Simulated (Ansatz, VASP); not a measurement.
**Two plane-wave programs on Zr2H3**

Contents of INCAR:

```
SYSTEM = Zr2H3
ALGO     = Normal         ! electronic algorithm
EDIFF    = 1E-6           ! SCF threshold, eV
ENCUT    = 520            ! plane-wave cutoff, eV
GGA      = PE             ! functional
ISIF     = 2              ! what is computed and relaxed
ISMEAR   = 0              ! smearing method
LASPH    = .True.         ! aspherical terms in the spheres
LCHARG   = .False.        ! write CHGCAR
LREAL    = .False.        ! projectors in reciprocal space
LWAVE    = .False.        ! write WAVECAR
NBANDS   = 38             ! bands
NELM     = 80             ! most SCF steps
PREC     = Accurate       ! precision mode
SIGMA    = 0.1            ! smearing width, eV
```

File KPOINTS:

```
k-points
0
Gamma
  6 6 6
  0 0 0
```

Contents of POSCAR:

```
Zr2H3
1.0
    1.6625754681      0.9598883941     11.4016499133
   -1.6625754681      0.9598883941     11.4016499133
    0.0000000000     -1.9197767881     11.4016499133
Zr H
4 6
Direct
    0.6301019513      0.6301019513      0.6301019513
    0.4572963960      0.4572963960      0.4572963960
    0.8761802359      0.8761802359      0.8761802359
    0.0381628901      0.0381628901      0.0381628901
    0.5672094501      0.5672094501      0.5672094501
    0.1023004683      0.1023004683      0.1023004683
    0.1910434708      0.1910434708      0.1910434708
    0.8143196515      0.8143196515      0.8143196515
    0.9380978539      0.9380978539      0.9380978539
    0.3965173170      0.3965173170      0.3965173170
```

Input for Ansatz:

```yaml
crystal:
  lattice:
    - [1.6625754681, 0.9598883941, 11.4016499133]
    - [-1.6625754681, 0.9598883941, 11.4016499133]
    - [0.0, -1.9197767881, 11.4016499133]
  atoms:
    - { symbol: Zr, position: [0.6301019513, 0.6301019513, 0.6301019513] }
    - { symbol: Zr, position: [0.457296396, 0.457296396, 0.457296396] }
    - { symbol: Zr, position: [0.8761802359, 0.8761802359, 0.8761802359] }
    - { symbol: Zr, position: [0.0381628901, 0.0381628901, 0.0381628901] }
    - { symbol: H, position: [0.5672094501, 0.5672094501, 0.5672094501] }
    - { symbol: H, position: [0.1023004683, 0.1023004683, 0.1023004683] }
    - { symbol: H, position: [0.1910434708, 0.1910434708, 0.1910434708] }
    - { symbol: H, position: [0.8143196515, 0.8143196515, 0.8143196515] }
    - { symbol: H, position: [0.9380978539, 0.9380978539, 0.9380978539] }
    - { symbol: H, position: [0.396517317, 0.396517317, 0.396517317] }
basis:
  ecutwfc: 420
kpoints:
  mp_grid: { grid: [6, 6, 6] }
hamiltonian:
  xc: pbe
scf:
  occupations: { method: gaussian, width: 0.1 }
  lower_state_search: "off"
output:
  forces: true
  stress: true
  eigenvalues: true
```

Change from the starting cell: the structure that the rattled cell fell into.

Alike in both runs: task single point; functional PBE; k mesh 6 × 6 × 6; occupations gaussian, width 0.1 eV; no spin polarisation.

|  | VASP | Ansatz |
| --- | --- | --- |
| version | VASP 6.6.1 | Ansatz 0.2.0 |
| potentials or method | VASP PAW PBE potentials, release 64 (Zr_sv, H), cutoff 520 eV | scalar-relativistic, plane waves, PAW |
| valence electrons in the cell | 54 | 54 |

```tsv
	VASP	Ansatz	Ansatz less VASP
gap on the k mesh at the Fermi level (eV)	none	none	-
pressure (GPa)	-0.1	-0.1	+0.02
traceless stress, the component that is largest in VASP (GPa)	0.25	0.26	+0.009
rms of the force components (eV/Å)	0.003	0.003	0.0000
```

Atom by atom the forces differ by 0.002 eV/Å (rms over components). A gap of «none» marks a metal or a gap that the smearing closes.

The k mesh is coarse, so the values compare programs but aren't converged.
